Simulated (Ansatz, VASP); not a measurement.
# Two plane-wave programs on FeO

The input INCAR:

```
SYSTEM = FeO
PREC = Accurate ; ENCUT = 520
EDIFF = 1E-6 ; ISMEAR = 0
SIGMA = 0.05 ; LREAL = .FALSE.
LASPH = .TRUE. ; NELM = 100
ALGO = Normal ; ISIF = 2
LWAVE = .FALSE. ; LCHARG = .FALSE.
ISPIN = 2 ; MAGMOM = 3 0
LORBIT = 11 ; LMAXMIX = 4
GGA = PE ; NBANDS = 18
```

The input KPOINTS:

```
regular mesh
0
G
  8 8 8
  0 0 0
```

Contents of POSCAR:

```
FeO
1.0
    1.5176821100      0.8762341800      2.5157945800
   -1.5176821100      0.8762341800      2.5157945800
    0.0000000000     -1.7524683500      2.5157945800
Fe O
1 1
Direct
    0.0000000000      0.0000000000      0.0000000000
    0.5000000000      0.5000000000      0.5000000000
```

The input input.yaml:

```yaml
crystal:
  lattice:
    - [1.51768211, 0.87623418, 2.51579458]
    - [-1.51768211, 0.87623418, 2.51579458]
    - [0.0, -1.75246835, 2.51579458]
  atoms:
    - { symbol: Fe, position: [0.0, 0.0, 0.0], spin: 3.0 }
    - { symbol: O, position: [0.5, 0.5, 0.5] }
hamiltonian:
  xc: pbe
  pseudopotentials: { kind: paw }
magnetization:
  spin_polarized: true
kpoints:
  mp_grid: { grid: [8, 8, 8] }
scf:
  occupations: { method: gaussian, width: 0.05 }
output:
  forces: true
  stress: true
  eigenvalues: true
  write_density: true
  write_potential: true
  elf: true
  volumetric_format: npy
```

Alike in both runs: task single point; functional PBE; k mesh 8 × 8 × 8; occupations gaussian, width 0.05 eV; collinear spin, ferromagnetic start.

|  | VASP | Ansatz |
| --- | --- | --- |
| version | VASP 6.6.1 | Ansatz 0.2.0 |
| potentials or method | VASP PAW PBE potentials, release 64 (Fe, O) | Ansatz PAW |
| plane-wave cutoff (eV) | 520 | 420 |
| valence electrons in the cell | 14 | 22 |

|  | VASP | Ansatz | Ansatz less VASP |
| --- | --- | --- | --- |
| gap on the k mesh at the Fermi level (eV) | none | none | - |
| pressure (GPa) | -0.6 | -0.6 | 0.00 |
| traceless stress, the component that is largest in VASP (GPa) | -0.55 | -0.54 | +0.014 |
| net moment per atom (μB) | 2.00 | 2.00 | +0.002 |
| size of the moment on the site where the two differ most (μB) | 3.62 | 3.45 | -0.168 |

Site moments also hang on the region over which each program counts them. A gap of «none» marks a metal or a gap that the smearing closes. The functional is the same, so the differences come from potentials, cutoffs and numerics. VASP's potentials hold 14 valence electrons a cell and Ansatz's 22, so a difference there can come from the potentials and not from the codes.
